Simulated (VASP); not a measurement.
A run of VASP 6.6.1:

File INCAR:

```
SYSTEM = BN
PREC = Accurate
ENCUT = 600
EDIFF = 1E-6
ISMEAR = -1
SIGMA = 0.05
LREAL = .FALSE.
LASPH = .TRUE.
NELM = 60
ALGO = Normal
ISIF = 3
LWAVE = .FALSE.
LCHARG = .FALSE.
GGA = RE
IVDW = 12
IBRION = 2
NSW = 80
EDIFFG = -0.02
```

File KPOINTS:

```
regular mesh
0
G
  13 13 13
  0 0 0
```

POSCAR

```
BN
1.0
    0.0000000000      1.8130010000      1.8130010000
    1.8130010000      0.0000000000      1.8130010000
    1.8130010000      1.8130010000      0.0000000000
N B
1 1
Direct
    0.2500000000      0.2500000000      0.2500000000
    0.0000000000      0.0000000000      0.0000000000
```

Potentials or basis: VASP PAW PBE potentials, release 64 (N, B).

The run is started by

```sh
$ cat potpaw_PBE.64/N/POTCAR potpaw_PBE.64/B/POTCAR > POTCAR
$ mpirun -np 1 vasp_std > vasp.out
```

Hardware: 1 thread of Intel Xeon 6975P-C, with other jobs on the host.

**Question.** Estimate the wall time of this run.

**Answer.** Run time: 10 s on 1 thread of Intel Xeon 6975P-C, with other jobs on the host, peak memory 0.14 GiB. Counts: scf iterations 25, k points 84, ion steps 3.
